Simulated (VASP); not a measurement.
## Al3Cu2: relaxation of shape and atoms at fixed volume with PBEsol

Al3Cu2:

```
Al Cu
1.0
     3.92550    0.00000    0.00000
    -1.96275    3.39958    0.00000
     0.00000    0.00000    4.77940
Al Cu
3 2
Direct
  0.00000 0.00000 0.00000
  0.33333 0.66667 0.35300
  0.66667 0.33333 0.64700
  0.33333 0.66667 0.84364
  0.66667 0.33333 0.15636
```

```
Program                : VASP 6.6.1
Task                   : relaxation of shape and atoms at fixed volume
Functional             : PBEsol
Potentials or basis    : VASP PAW PBE potentials, release 64 (Al, Cu)
Cutoff                 : 600 eV
k mesh                 : 12 × 12 × 8
Occupations            : gaussian, width 0.1 eV
Spin                   : no spin polarisation
Dipole correction      : no
Further INCAR settings : ALGO = Fast; EDIFF = 1e-07; IBRION = 2; EDIFFG = -0.01; NSW = 50; ISIF = 4
```

```json
{"Energy gained by relaxing": "0.0 meV/atom", "Ionic steps": "2", "Pressure after relaxing": "19.8 GPa", "Largest force after relaxing": "0.009 eV/Å", "Band gap on the k mesh": "zero (an odd number of electrons rules out a gap without spin polarisation)"}
```

Forces in eV/Å, atoms in the order of the input:
```
Al   0.000  0.000  0.000
Al   0.000  0.000  0.009
Al   0.000  0.000 -0.009
Cu   0.000  0.000  0.009
Cu   0.000  0.000 -0.009
```

Final structure:
```xyz
5
Lattice="3.9243 0.0000 0.0000 -1.9621 3.3985 0.0000 0.0000 0.0000 4.7824" Properties=species:S:1:pos:R:3 pbc="T T T"
Al    3.9243    0.0000    4.7824
Al    0.0000    2.2657    1.6896
Al    1.9621    1.1328    3.0928
Cu    0.0000    2.2657    4.0350
Cu    1.9621    1.1328    0.7473
```

Levels at points of the mesh, in eV from the Fermi level:
| k point | band 13 | band 14 | band 15 | band 16 | band 17 | band 18 |
| --- | --- | --- | --- | --- | --- | --- |
| (0.00, 0.00, 0.00) | -4.04 | -0.30 | -0.30 | 1.44 | 1.44 | 3.23 |
| (0.50, 0.00, 0.00) | -3.43 | -3.36 | -2.86 | -0.70 | 0.26 | 0.37 |
| (0.00, 0.00, 0.50) | 1.23 | 1.23 | 1.26 | 1.26 | 1.69 | 2.77 |
| (0.50, 0.00, 0.50) | -4.59 | -3.86 | -2.02 | -0.21 | 0.79 | 1.31 |

Run time: 6.9 min on 1 thread of Intel Xeon 8259CL (shared host), peak memory 0.33 GiB.

Caveat: the PAW data sets were made with another functional, which shifts forces and pressure a little.
